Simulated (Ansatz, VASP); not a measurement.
## Two plane-wave programs on CaO

File POSCAR:

```
CaO
1.0
    0.0000000000      2.4230233148      2.4230233148
    2.4230233148      0.0000000000      2.4230233148
    2.4230233148      2.4230233148      0.0000000000
Ca O
1 1
Direct
    0.0000000000      0.0000000000      0.0000000000
    0.5000000000      0.5000000000      0.5000000000
```

File INCAR.step1:

```
  PREC = Accurate
  ENCUT = 520
  EDIFF = 1E-5
  ISMEAR = -1
  SIGMA = 0.05
  LREAL = False
  LASPH = True
  NELM = 80
  ALGO = Normal
  ISIF = 2
  LWAVE = True
  NBANDS = 15
  GGA = PE
```

INCAR.step2

```
  PREC = Accurate
  ENCUT = 520
  EDIFF = 1E-7
  ISMEAR = -1
  SIGMA = 0.05
  LREAL = False
  LASPH = True
  NELM = 80
  ALGO = Normal
  ISIF = 2
  LWAVE = False
  LCHARG = True
  GGA = PE
  LHFCALC = True
  HFSCREEN = 0.2079
  PRECFOCK = Normal
  LELF = True
  LVHAR = True
  NBANDS = 15
  ISTART = 1
```

File KPOINTS:

```
Automatic mesh
0
Gamma
  4 4 4
```

Input for Ansatz:

```yaml
crystal:
  lattice:
    - [0.0, 2.423023314754, 2.423023314754]
    - [2.423023314754, 0.0, 2.423023314754]
    - [2.423023314754, 2.423023314754, 0.0]
  atoms:
    - { symbol: Ca, position: [0.0, 0.0, 0.0] }
    - { symbol: O, position: [0.5, 0.5, 0.5] }
kpoints:
  mp_grid: { grid: [4, 4, 4] }
hamiltonian:
  xc: hse06
  pseudopotentials: { kind: paw }
scf:
  occupations: { method: fermi_dirac, width: 0.05 }
  convergence: { dr2_threshold: "1e-10 eV" }
  exx: { energy_threshold: "2e-8 eV" }
output:
  forces: true
  stress: true
  eigenvalues: true
```

Alike in both runs: task single point; functional HSE06; k mesh 4 × 4 × 4; occupations fermi-dirac, width 0.05 eV; no spin polarisation.

|  | VASP | Ansatz |
| --- | --- | --- |
| version | VASP 6.6.1 | Ansatz 0.2.0 development build |
| potentials or method | VASP PAW PBE potentials, release 64 (Ca_sv, O) | plane waves, PAW datasets (generated soft set 1) |
| plane-wave cutoff (eV) | 520 | 420 |
| valence electrons in the cell | 16 | 16 |

|  | VASP | Ansatz | Ansatz less VASP |
| --- | --- | --- | --- |
| gap on the k mesh at the Fermi level (eV) | 5.29 | 5.31 | +0.015 |

With one functional, cell and mesh, what is left measures potentials, basis and numerics.

The k mesh is coarse, so the values compare programs but aren't converged.
